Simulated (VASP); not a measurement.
# ZnO (P6_3mc) in VASP: a series of runs, part 2 of 2

VASP 6.6.1. Earlier steps stand in the parts before.

## Step 3: Single point, r2SCAN

POSCAR reads:

```
ZnO
1.0
    3.2348691750      0.0000000000      0.0000000000
   -1.6174345875      2.8014788834      0.0000000000
    0.0000000000      0.0000000000      5.2123118262
Zn O
2 2
Direct
    0.6666666667      0.3333333333      0.5004294571
    0.3333333333      0.6666666667      0.0004294571
    0.6666666667      0.3333333333      0.8798805429
    0.3333333333      0.6666666667      0.3798805429
```

INCAR.step1 reads:

```
PREC = Accurate
ENCUT = 910
ISMEAR = 0
SIGMA = 0.02
LREAL = False
LASPH = True
NELM = 120
NBANDS = 26
GGA = PE
ALGO = Normal
EDIFF = 1E-5
LWAVE = True
LCHARG = False
GGA_COMPAT = False
```

INCAR.step2 reads:

```
PREC = Accurate
ENCUT = 910
EDIFF = 1E-6
ISMEAR = 0
SIGMA = 0.02
LREAL = False
LASPH = True
NELM = 120
ALGO = Normal
ISIF = 2
LWAVE = False
LCHARG = False
METAGGA = R2SCAN
LMIXTAU = True
NBANDS = 26
ISTART = 1
GGA_COMPAT = False
```

KPOINTS reads:

```
Automatic mesh
0
Gamma
  12 12 6
```

Potentials or basis: VASP PAW PBE potentials, release 64 (Zn, O_h).

Started as:

```console
cat potpaw_PBE.64/Zn/POTCAR potpaw_PBE.64/O_h/POTCAR > POTCAR
cp INCAR.step1 INCAR
mpirun -np 1 vasp_std > vasp.out
cp INCAR.step2 INCAR
mpirun -np 1 vasp_std > vasp.out
```

OUTCAR:

```text
PREC = Accurate
   ENCUT = 910
   EDIFF = 1E-6
   ISMEAR = 0
   LREAL = False
   LASPH = True
   NELM = 120
   ISIF = 2
   METAGGA = R2SCAN
   ISTART = 1

 ion  position               nearest neighbor table
   1  0.667  0.333  0.500-   4 1.97   4 1.97   4 1.97   3 1.98
   2  0.333  0.667  0.000-   3 1.97   3 1.97   3 1.97   4 1.98
   3  0.667  0.333  0.880-   2 1.97   2 1.97   2 1.97   1 1.98
   4  0.333  0.667  0.380-   1 1.97   1 1.97   1 1.97   2 1.98

  LATTYP: Found a hexagonal cell.
 ALAT       =     3.2348691750
 C/A-ratio  =     1.6112898372

  Lattice vectors:

 A1 = (   3.2348691750,   0.0000000000,   0.0000000000)
 A2 = (  -1.6174345875,   2.8014788834,   0.0000000000)
 A3 = (   0.0000000000,   0.0000000000,   5.2123118262)

Analysis of symmetry for initial positions (statically):
=====================================================================
 Subroutine PRICEL returns:
 Original cell was already a primitive cell.

[... 167 lines left out ...]

 Free energy of the ion-electron system (eV)
  ---------------------------------------------------
  ext. energy  EPLUGINS =         0.00000000
  ---------------------------------------------------
  free energy    TOTEN  =       -36.33948039 eV

  energy without entropy =      -36.33948039  energy(sigma->0) =      -36.33948039

 E-fermi :   1.3535     XC(G=0): -11.7100

 val. band max:        1.2406179097   @ k =   0.0000   0.0000   0.0000
 cond. band min:       2.4766798644   @ k =   0.0000   0.0000   0.0000
 fundamental gap:      1.2360619547
 Fermi energy:         1.3534703913

 k-point     1 :       0.0000    0.0000    0.0000
  band No.  band energies     occupation
      1     -17.9060      2.00000
      2     -17.2109      2.00000
      3      -4.6140      2.00000
      4      -4.6140      2.00000
      5      -4.5610      2.00000
      6      -4.5124      2.00000
[... 685 lines left out ...]
     25      15.5395      0.00000
     26      16.2134      0.00000

 [... further k-points ...]
[... 5 lines left out ...]
  --------------------------------------------------------------------------------------
  -------------------------------------------------------------------------------------
  Total        0.2385745      0.2385745      0.2360969      0.0000000      0.0000000      0.0000000
  in kB        8.0920785      8.0920785      8.0080443      0.0000000      0.0000000      0.0000000
  external PRESSURE =       8.0640671 kB  Pullay stress =       0.0000000 kB

 VOLUME and BASIS-vectors are now :
 -----------------------------------------------------------------------------
  energy-cutoff  :      910.00
  volume of cell :       47.24
      direct lattice vectors                 reciprocal lattice vectors
     3.234869175  0.000000000  0.000000000     0.309131512  0.178477162  0.000000000
    -1.617434588  2.801478883  0.000000000     0.000000000  0.356954324  0.000000000
     0.000000000  0.000000000  5.212311826     0.000000000  0.000000000  0.191853449

 POSITION                                       TOTAL-FORCE (eV/Angst)
 -----------------------------------------------------------------------------------
      1.61743      0.93383      2.60839         0.000000     -0.000000     -0.001716
     -0.00000      1.86765      0.00224        -0.000000      0.000000     -0.001716
      1.61743      0.93383      4.58621         0.000000     -0.000000      0.001716
     -0.00000      1.86765      1.98006        -0.000000     -0.000000      0.001716
 -----------------------------------------------------------------------------------
    total drift:                               -0.000000     -0.000000      0.011172

  FREE ENERGIE OF THE ION-ELECTRON SYSTEM (eV)
  ---------------------------------------------------
  free  energy   TOTEN  =       -36.3394803949 eV

  energy  without entropy=      -36.3394803949  energy(sigma->0) =      -36.33948039
```

OUTCAR.step1:

```text
PREC = Accurate
   ENCUT = 910
   ISMEAR = 0
   LREAL = False
   LASPH = True
[... 927 lines left out ...]
      1.61743      0.93383      2.60839        -0.000000      0.000000     -0.000816
     -0.00000      1.86765      0.00224         0.000000     -0.000000     -0.000816
      1.61743      0.93383      4.58621        -0.000000      0.000000      0.000816
     -0.00000      1.86765      1.98006         0.000000      0.000000      0.000816
 -----------------------------------------------------------------------------------
    total drift:                               -0.000000      0.000000     -0.000063

  FREE ENERGIE OF THE ION-ELECTRON SYSTEM (eV)
  ---------------------------------------------------
  free  energy   TOTEN  =       -17.8218523261 eV

  energy  without entropy=      -17.8218523261  energy(sigma->0) =      -17.82185233
```

Run time: 10 min. Hardware: 1 thread of Intel Xeon Platinum 8259CL at 2.50GHz (Skylake/Cascade Lake), shared host; peak memory 0.37 GiB.

Results:

```
Free energy            : -36.3395 eV
Pressure               : 0.8 GPa
Band gap on the k mesh : 1.24 eV
```

Levels at points of the mesh, in eV from the valence-band top:
```tsv
k point	band 16	band 17	band 18	band 19	band 20	band 21
(0.00, 0.00, 0.00)	-0.09	0.00	0.00	1.24	5.88	8.83
(0.50, 0.00, 0.00)	-2.33	-1.31	-0.87	6.44	7.36	8.08
(0.00, 0.00, 0.50)	-0.40	-0.40	-0.40	3.94	3.94	10.83
(0.50, 0.00, 0.50)	-1.55	-1.41	-1.41	6.26	6.26	9.18
```

Caveat: the cutoff is under 1.25 times the usual one of these potentials, so pressure, stress and relaxed cells hold a basis-set (Pulay) error; the PAW data sets were made with another functional, which shifts forces and pressure a little.
